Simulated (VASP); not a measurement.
A run of VASP 6.6.1 is set up as follows.

The input INCAR:

```
  ALGO = Normal
  EDIFF = 1E-6
  ENCUT = 520
  GGA = PE
  GGA_COMPAT = F
  ISIF = 2
  ISMEAR = -1
  IVDW = 12
  LASPH = T
  LCHARG = T
  LELF = T
  LREAL = F
  LVHAR = T
  LWAVE = F
  NBANDS = 37
  NELM = 120
  PREC = Accurate
  SIGMA = 0.02
```

KPOINTS

```
k-points
0
Gamma
  1 1 1
```

Contents of POSCAR:

```
MgH8Cl2O4
1.0
    5.7082670000      0.0000000000      0.0000000000
    0.0000000000      5.7082670000      0.0000000000
    0.0000000000      0.0000000000      5.7082670000
O H Mg Cl
4 8 1 2
Direct
    0.7165747503      1.0651393847      0.8382403977
    0.6354292818      0.2033717063      0.3310461827
    0.2568905764      0.4279757762      0.4405890614
    0.9629192187      0.4348605277      1.0485844478
    0.5657408807      1.0188906721      0.8869241751
    0.8141875634      0.9387612738      0.7913435023
    0.7525226133      0.3012122593      0.4189012182
    0.6964986046      0.1466294411      0.1826999333
    0.3126868452      0.4015579510      0.5947864737
    0.3994382183      0.3636480214      0.3704451806
    1.0415595486      0.2824675160      1.0510370310
    0.8417966434      0.4604374673      0.9360634322
    0.0683394803      0.6789100790      0.2849025808
    0.7982983277      0.6302438201      0.5829264819
    0.2369545783     -0.0161695310      1.0562925666
```

Potentials or basis: VASP PAW PBE potentials, release 64 (O, H, Mg, Cl).

Command:

```sh
$ cat potpaw_PBE.64/O/POTCAR potpaw_PBE.64/H/POTCAR potpaw_PBE.64/Mg/POTCAR potpaw_PBE.64/Cl/POTCAR > POTCAR
$ mpirun -np 1 vasp_gam > vasp.out
```

**Question.** Estimate the dispersion energy per atom.

**Answer.** -0.066 eV.

**Question.** Predict the pressure.

**Answer.** 3.6 GPa.

Forces on the atoms (eV/Å):
```
O    1.100  2.422  0.525
O    0.020  0.435  0.926
O   -0.189  0.466 -0.627
O    1.162  1.537  1.657
H   -1.497 -1.105  0.057
H    0.134 -1.112 -0.435
H   -0.517 -0.723 -0.811
H    0.265  0.245 -0.127
H   -0.417  0.276  1.820
H    1.001 -0.861 -1.465
H   -0.301 -0.609 -0.498
H   -0.306 -0.567 -1.143
Mg   0.119 -0.276 -0.255
Cl  -0.193  0.441 -0.121
Cl  -0.381 -0.569  0.497
```

Caveat: the k points lie up to 1.10 Å⁻¹ apart.
